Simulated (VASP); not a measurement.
# Zn2CdSe3 (P3m1) in VASP: a series of runs

The runs below take Zn2CdSe3 through single point, with PBE.

All numbers are computed with VASP 6.6.1; they aren't measurements. Logs are shortened: lines on timing, memory, paths and dates and some standing lists are left out, and cuts for length are marked.

## (1) The cell of the first run

Symmetry: P3m1, No. 156, trigonal system. The conventional cell has a = 4.155 Å, b = 4.155 Å, c = 10.256 Å, α = 90.00°, β = 90.00°, γ = 120.00°. Zn (site symmetry 3m) has 4 Se at 2.48 to 2.52 Å within 3.3 Å. Within 3.3 Å of Zn (site symmetry 3m) lie 4 Se at 2.48 to 2.52 Å. Cd (site symmetry 3m) has 4 Se at 2.63 to 2.67 Å within 3.5 Å. Se (site symmetry 3m) has 4 Zn at 2.48 to 2.52 Å within 3.3 Å. Se (site symmetry 3m) has 1 Zn at 2.48 Å and 3 Cd at 2.63 Å within 3.3 Å. Within 3.3 Å of Se (site symmetry 3m) lie 3 Zn at 2.52 Å and 1 Cd at 2.67 Å.

## (2) Single point, PBE

Contents of INCAR:

```
ALGO     = Normal         # electronic algorithm
EDIFF    = 1E-6           # SCF threshold, eV
ENCUT    = 520            # plane-wave cutoff, eV
GGA      = PE             # functional
ISIF     = 2              # what is computed and relaxed
ISMEAR   = 0              # smearing method
LASPH    = T              # aspherical terms in the spheres
LCHARG   = F              # write CHGCAR
LREAL    = F              # projectors in reciprocal space
LWAVE    = F              # write WAVECAR
NBANDS   = 36             # bands
NELM     = 100            # most SCF steps
PREC     = Accurate       # precision mode
SIGMA    = 0.1            # smearing width, eV
```

Contents of KPOINTS:

```
k-points
0
Gamma
  6 6 2
```

Contents of POSCAR:

```
Zn2CdSe3
1.0
    4.1545905805     -0.0000000030      0.0000000000
   -2.0772952877      3.5979809865      0.0000000000
    0.0000000000      0.0000000000     10.2564617252
Zn Cd Se
2 1 3
Direct
    0.0000000000      0.0000000000      0.0073486427
    0.6666666667      0.3333333333      0.3250097975
    0.3333333333      0.6666666667      0.6705969023
    0.0000000000      0.0000000000      0.2495774047
    0.6666666667      0.3333333333      0.5664066413
    0.3333333333      0.6666666667      0.9310606115
```

Potentials or basis: VASP PAW PBE potentials, release 64 (Zn, Cd, Se).

On the command line:

```sh
$ cat potpaw_PBE.64/Zn/POTCAR potpaw_PBE.64/Cd/POTCAR potpaw_PBE.64/Se/POTCAR > POTCAR
$ mpirun -np 1 vasp_std > vasp.out
```

OUTCAR:

```text
EDIFF = 1E-6
   ENCUT = 520
   GGA = PE
   ISIF = 2
   ISMEAR = 0
   LASPH = T
   LREAL = F
   NELM = 100
   PREC = Accurate

 ion  position               nearest neighbor table
   1  0.000  0.000  0.007-   4 2.48   6 2.52   6 2.52   6 2.52
   2  0.667  0.333  0.325-   5 2.48   4 2.52   4 2.52   4 2.52
   3  0.333  0.667  0.671-   5 2.63   5 2.63   5 2.63   6 2.67
   4  0.000  0.000  0.250-   1 2.48   2 2.52   2 2.52   2 2.52
   5  0.667  0.333  0.566-   2 2.48   3 2.63   3 2.63   3 2.63
   6  0.333  0.667  0.931-   1 2.52   1 2.52   1 2.52   3 2.67

  LATTYP: Found a hexagonal cell.
 ALAT       =     4.1545905805
 C/A-ratio  =     2.4687057669

  Lattice vectors:

 A1 = (   4.1545905805,  -0.0000000030,   0.0000000000)
 A2 = (  -2.0772952877,   3.5979809865,   0.0000000000)
 A3 = (   0.0000000000,   0.0000000000,  10.2564617252)

Analysis of symmetry for initial positions (statically):
=====================================================================
 Subroutine PRICEL returns:
 Original cell was already a primitive cell.

 Routine SETGRP: Setting up the symmetry group for a
 hexagonal supercell.

 Subroutine GETGRP returns: Found  6 space group operations
 (whereof  6 operations were pure point group operations)
 out of a pool of 24 trial point group operations.

The static configuration has the point symmetry C_3v.

Analysis of symmetry for dynamics (positions and initial velocities):
=====================================================================
 Subroutine PRICEL returns:
 Original cell was already a primitive cell.

 Routine SETGRP: Setting up the symmetry group for a
 hexagonal supercell.

 Subroutine GETGRP returns: Found  6 space group operations
 (whereof  6 operations were pure point group operations)
 out of a pool of 24 trial point group operations.

The dynamic configuration has the point symmetry C_3v.

 Subroutine INISYM returns: Found  6 space group operations
 (whereof  6 operations are pure point group operations),
 and found     1 'primitive' translations

----------------------------------------------------------------------------------------

                                     Primitive cell

  volume of cell :     153.3150

  direct lattice vectors                    reciprocal lattice vectors
     4.154590580 -0.000000003  0.000000000     0.240697605  0.138966827  0.000000000
    -2.077295288  3.597980987  0.000000000     0.000000000  0.277933653  0.000000000
[... 85 lines left out ...]
   NSW    =      0    number of steps for IOM
   IBRION =     -1    ionic relax: 0-MD 1-quasi-New 2-CG
   NFREE  =      0    steps in history (QN), initial steepest desc. (CG)
   ISIF   =      2    stress and relaxation
   ISYM   =      2    0-nonsym 1-usesym 2-fastsym
   POTIM  = 0.5000    time-step for ionic-motion
   TEBEG  =    0.0;   TEEND  =   0.0 temperature during run
   PSTRESS=    0.0 pullay stress
   NELECT =      54.0000    total number of electrons
   NUPDOWN=      -1.0000    fix difference up-down
   EMIN   =  10.00;   EMAX   =-10.00  energy-range for DOS
   EFERMI =   0.00;   METHOD = LEGACY
   ISMEAR =     0;   SIGMA  =   0.10  broadening in eV -4-tet -1-fermi 0-gaus
   EFERMI_NEDOS =   21; number of points for ismear=-14 and -15
   IALGO  =     38    algorithm
   IMIX   =      4    mixing-type and parameters
     AMIX     =   0.40;   BMIX     =  1.00
     AMIX_MAG =   1.60;   BMIX_MAG =  1.00
  volume/ion in A,a.u.               =      25.55       172.44
  Fermi-wavevector in a.u.,A,eV,Ry     =   1.156142  2.184792 18.186424  1.336664
  Thomas-Fermi vector in A             =   2.292765
   LORBIT       =      0    0 simple, 1 ext, 2 COOP (PROOUT), +10 PAW based schemes
   GGA     = PE    functional components
   LHFCALC =     F    Hartree Fock is set to
   AEXX    =    0.0000 exact exchange contribution
   IVDW    =     0    specifies the selected vdW correction
   LEPSILON=     F    determine dielectric tensor
   LRPA    =     F    only Hartree local field effects (RPA)
 non-spin polarized calculation
 Gauss-broadening in eV      SIGMA  =   0.10
  energy-cutoff  :      520.00
  volume of cell :      153.32
 maximum number of plane-waves:      4166
 NGX is ok and might be reduce to    32
   NGX = 15   NGY = 15   NGZ = 39

 number of electron      53.9999988 magnetization

 Free energy of the ion-electron system (eV)
  ---------------------------------------------------
  ext. energy  EPLUGINS =         0.00000000
  ---------------------------------------------------
  free energy    TOTEN  =       -17.42445351 eV

  energy without entropy =      -17.42445350  energy(sigma->0) =      -17.42445351

 E-fermi :   1.5032     XC(G=0):  -8.9836

 val. band max:        1.1491177116   @ k =   0.0000   0.0000   0.0000
 cond. band min:       1.8475846546   @ k =   0.0000   0.0000   0.0000
 fundamental gap:      0.6984669430
 Fermi energy:         1.5031605878

 k-point     1 :       0.0000    0.0000    0.0000
  band No.  band energies     occupation
      1     -11.7684      2.00000
      2     -11.3632      2.00000
      3     -11.1965      2.00000
      4      -6.7399      2.00000
      5      -6.7399      2.00000
      6      -6.6164      2.00000
[... 535 lines left out ...]
     35       7.7462      0.00000
     36       8.2913      0.00000

------------------------ aborting loop because EDIFF is reached ----------------------------------------

  FORCE on cell =-STRESS in cart. coord.  units (eV):
  Direction    XX          YY          ZZ          XY          YZ          ZX
  --------------------------------------------------------------------------------------
  -------------------------------------------------------------------------------------
  Total        0.2041116      0.2041116      0.1113340     -0.0000000     -0.0000000     -0.0000000
  in kB        2.1330137      2.1330137      1.1634666     -0.0000000     -0.0000000     -0.0000000
  external PRESSURE =       1.8098313 kB  Pullay stress =       0.0000000 kB

 VOLUME and BASIS-vectors are now :
 -----------------------------------------------------------------------------
  energy-cutoff  :      520.00
  volume of cell :      153.32
      direct lattice vectors                 reciprocal lattice vectors
     4.154590580 -0.000000003  0.000000000     0.240697605  0.138966827  0.000000000
    -2.077295288  3.597980987  0.000000000     0.000000000  0.277933653  0.000000000
     0.000000000  0.000000000 10.256461725     0.000000000  0.000000000  0.097499511

 POSITION                                       TOTAL-FORCE (eV/Angst)
 -----------------------------------------------------------------------------------
      0.00000      0.00000      0.07537         0.000000      0.000000      0.011028
      2.07730      1.19933      3.33345         0.000000      0.000000      0.008414
      0.00000      2.39865      6.87795        -0.000000      0.000000      0.030841
      0.00000      0.00000      2.55978        -0.000000     -0.000000     -0.009267
      2.07730      1.19933      5.80933        -0.000000     -0.000000     -0.035541
      0.00000      2.39865      9.54939        -0.000000      0.000000     -0.005475
 -----------------------------------------------------------------------------------
    total drift:                               -0.000003      0.000001      0.002358

  FREE ENERGIE OF THE ION-ELECTRON SYSTEM (eV)
  ---------------------------------------------------
  free  energy   TOTEN  =       -17.4244535141 eV

  energy  without entropy=      -17.4244535030  energy(sigma->0) =      -17.42445351
```

OSZICAR:

```text
N       E                     dE             d eps       ncg     rms          rms(c)
DAV:   1     0.413771635959E+03    0.41377E+03   -0.24836E+04  1008   0.158E+03
DAV:   2     0.238163015362E+02   -0.38996E+03   -0.37546E+03  1024   0.373E+02
DAV:   3    -0.173168236643E+02   -0.41133E+02   -0.40725E+02  1212   0.122E+02
DAV:   4    -0.184032897346E+02   -0.10865E+01   -0.10838E+01  1132   0.190E+01
DAV:   5    -0.184121024494E+02   -0.88127E-02   -0.88097E-02  1236   0.175E+00    0.863E+00
DAV:   6    -0.174480615127E+02    0.96404E+00   -0.19762E+00  1316   0.255E+01    0.656E+00
DAV:   7    -0.174308576796E+02    0.17204E-01   -0.13407E+00  1112   0.601E+00    0.265E+00
DAV:   8    -0.174237664728E+02    0.70912E-02   -0.80958E-02  1092   0.246E+00    0.504E-01
DAV:   9    -0.174238054687E+02   -0.38996E-04   -0.87304E-03  1184   0.822E-01    0.181E-01
DAV:  10    -0.174242200436E+02   -0.41457E-03   -0.92272E-04  1112   0.189E-01    0.748E-02
DAV:  11    -0.174244239687E+02   -0.20393E-03   -0.18251E-04  1140   0.125E-01    0.204E-02
DAV:  12    -0.174244478037E+02   -0.23835E-04   -0.40711E-05  1144   0.131E-01    0.690E-03
DAV:  13    -0.174244515214E+02   -0.37177E-05   -0.86226E-06  1072   0.283E-02    0.379E-03
DAV:  14    -0.174244532502E+02   -0.17289E-05   -0.27689E-06   916   0.115E-02    0.176E-03
DAV:  15    -0.174244535141E+02   -0.26391E-06   -0.64711E-07   792   0.740E-03
   1 F= -.17424454E+02 E0= -.17424454E+02  d E =-.111696E-07
```

Wall time 41 s (1 thread of Intel Xeon 6975P-C (Granite Rapids), shared host); peak memory 0.3 GiB.

What came out:

```yaml
Free_energy: -17.4245 eV
Pressure: 0.2 GPa
Largest_force: 0.036 eV/Å
Band_gap_on_the_k_mesh: 0.70 eV
```

Forces in eV/Å, atoms in the order of the input:
```
Zn   0.000  0.000  0.011
Zn   0.000  0.000  0.008
Cd   0.000  0.000  0.031
Se   0.000  0.000 -0.009
Se   0.000  0.000 -0.036
Se   0.000  0.000 -0.005
```

## (3) Single point, PBE

Contents of INCAR:

```
SYSTEM = Zn2CdSe3
PREC = Accurate ; ENCUT = 520
EDIFF = 1E-7 ; ISMEAR = 0
SIGMA = 0.02 ; LREAL = .FALSE.
LASPH = .TRUE. ; NELM = 100
ALGO = Normal ; ISIF = 2
LWAVE = .FALSE. ; LCHARG = .TRUE.
GGA = PE ; LELF = .TRUE.
LVHAR = .TRUE. ; NBANDS = 36
```

Contents of KPOINTS:

```
regular mesh
0
G
  6 6 4
  0 0 0
```

Contents of POSCAR:

```
Zn2CdSe3
1.0
    4.1535726208      0.0000000000      0.0000000000
   -2.0767863104      3.5970994061      0.0000000000
    0.0000000000      0.0000000000     10.2529594867
Zn Cd Se
2 1 3
Direct
    0.0000000000      0.0000000000      0.0073382349
    0.6666666667      0.3333333333      0.3250260305
    0.3333333333      0.6666666667      0.6708891407
    0.0000000000      0.0000000000      0.2494954682
    0.6666666667      0.3333333333      0.5663553796
    0.3333333333      0.6666666667      0.9308957461
```

Potentials or basis: VASP PAW PBE potentials, release 64 (Zn, Cd, Se).

On the command line:

```sh
$ cat potpaw_PBE.64/Zn/POTCAR potpaw_PBE.64/Cd/POTCAR potpaw_PBE.64/Se/POTCAR > POTCAR
$ mpirun -np 1 vasp_std > vasp.out
```

It took 79 s on 1 thread of Intel Xeon 6975P-C (Granite Rapids), shared host; peak memory 0.35 GiB.

It converged, with:

* Free energy: -17.4272 eV
* Pressure: 0.2 GPa
* Largest force: 0.025 eV/Å
* Band gap on the k mesh: 0.70 eV

Forces on the atoms (eV/Å):
```
Zn   0.000  0.000  0.006
Zn   0.000  0.000  0.005
Cd   0.000  0.000  0.003
Se   0.000  0.000 -0.006
Se   0.000  0.000 -0.025
Se   0.000  0.000  0.017
```

Levels at points of the mesh, in eV from the valence-band top:
| k point | band 23 | band 24 | band 25 | band 26 | band 27 | band 28 | band 29 | band 30 | band 31 | band 32 |
| --- | --- | --- | --- | --- | --- | --- | --- | --- | --- | --- |
| (0.00, 0.00, 0.00) | -0.63 | -0.63 | -0.19 | 0.00 | 0.00 | 0.70 | 2.10 | 2.74 | 5.56 | 5.67 |
| (0.50, 0.00, 0.00) | -2.05 | -1.88 | -1.76 | -1.35 | -0.95 | 2.89 | 3.22 | 3.26 | 3.58 | 5.52 |
| (0.00, 0.00, 0.50) | -0.97 | -0.49 | -0.49 | -0.09 | -0.09 | 1.86 | 1.98 | 2.56 | 5.17 | 5.85 |
| (0.50, 0.00, 0.50) | -2.36 | -1.98 | -1.64 | -0.92 | -0.77 | 2.25 | 3.16 | 3.71 | 4.20 | 4.47 |
